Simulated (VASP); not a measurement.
Input of a VASP 6.6.1 run:

The input POSCAR:

```
LiCl
1.0
    0.0000000000      2.5303805480      2.5303805480
    2.5303805480      0.0000000000      2.5303805480
    2.5303805480      2.5303805480      0.0000000000
Li Cl
1 1
Direct
    0.0000000000      0.0000000000      0.0000000000
    0.5000000000      0.5000000000      0.5000000000
```

INCAR.step1

```
PREC = Accurate ; ENCUT = 520
ISMEAR = 0 ; SIGMA = 0.02
LREAL = False ; LASPH = True
NELM = 60 ; NBANDS = 12
GGA = PE ; ALGO = Normal
EDIFF = 1E-4 ; LWAVE = True
LCHARG = False
```

The input INCAR.step2:

```
PREC = Accurate ; ENCUT = 520
EDIFF = 1E-6 ; ISMEAR = 0
SIGMA = 0.02 ; LREAL = False
LASPH = True ; NELM = 60
ALGO = Normal ; ISIF = 2
LWAVE = False ; LCHARG = True
METAGGA = R2SCAN ; LMIXTAU = True
LELF = True ; LVHAR = True
NBANDS = 12 ; ISTART = 1
```

KPOINTS

```
regular mesh
0
Gamma
  8 8 8
```

Potentials or basis: VASP PAW PBE potentials, release 64 (Li_sv, Cl).

Run with:

```sh
$ cat potpaw_PBE.64/Li_sv/POTCAR potpaw_PBE.64/Cl/POTCAR > POTCAR
$ cp INCAR.step1 INCAR
$ mpirun -np 1 vasp_std > vasp.out
$ cp INCAR.step2 INCAR
$ mpirun -np 1 vasp_std > vasp.out
```

Problem. Estimate the band gap on the k mesh.

Solution. 7.57 eV, direct.

 A k mesh can miss the band edges.
